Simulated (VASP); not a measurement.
Here is a VASP 6.6.1 calculation.

The input INCAR:

```
  PREC = Accurate
  ENCUT = 600
  EDIFF = 1E-6
  ISMEAR = 0
  SIGMA = 0.1
  LREAL = F
  LASPH = T
  NELM = 60
  ALGO = Normal
  ISIF = 3
  LWAVE = F
  LCHARG = F
  GGA = PE
  IBRION = 2
  NSW = 90
  EDIFFG = -0.04
```

File KPOINTS:

```
Automatic mesh
0
Gamma
  2 2 6
```

Contents of POSCAR:

```
YC2N2
1.0
    7.7583756000      0.0000000000      0.0000000000
    0.0000000000      7.7583756000      0.0000000000
    0.0000000000      0.0000000000      3.6038400400
Y C N
2 4 4
Direct
    0.0000000000      0.0000000000      0.0000000000
    0.5000000000      0.5000000000      0.0000000000
    0.1919431300      0.8080568700      0.0000000000
    0.8080568700      0.1919431300      0.0000000000
    0.1919431300      0.1919431300      0.0000000000
    0.8080568700      0.8080568700      0.0000000000
    0.2985782000      0.7014218000      0.0000000000
    0.7014218000      0.2985782000      0.0000000000
    0.2985782000      0.2985782000      0.0000000000
    0.7014218000      0.7014218000      0.0000000000
```

Potentials or basis: VASP PAW PBE potentials, release 64 (Y_sv, C, N).

Launch:

```bash
$ cat potpaw_PBE.64/Y_sv/POTCAR potpaw_PBE.64/C/POTCAR potpaw_PBE.64/N/POTCAR > POTCAR
$ mpirun -np 1 vasp_std > vasp.out
```

**Question.** Estimate the relaxed volume.

**Answer.** 27.07 Å³/atom.

**Question.** Predict the band gap on the k mesh.

**Answer.** Zero (bands 29 and 30 overlap by 1.01 eV).

**Question.** Predict the space group after relaxing (to 0.1 Å).

**Answer.** P4/mmm (No. 123).

**Question.** Estimate the relaxed cell.

**Answer.** a = 8.539 Å, b = 8.539 Å, c = 3.713 Å, α = 90.00°, β = 90.00°, γ = 90.00°.

Forces on the atoms (eV/Å):
```
Y    0.000  0.000  0.000
Y    0.000  0.000  0.000
C   -0.014  0.014  0.000
C    0.014 -0.014  0.000
C   -0.014 -0.014  0.000
C    0.014  0.014  0.000
N    0.008 -0.008  0.000
N   -0.008  0.008  0.000
N    0.008  0.008  0.000
N   -0.008 -0.008  0.000
```

Caveat: the k points lie up to 0.37 Å⁻¹ apart in the final cell, too coarse for converged energies and pressures of a metal; the volume moved by over 15 % at a fixed basis, so the end points are rough.
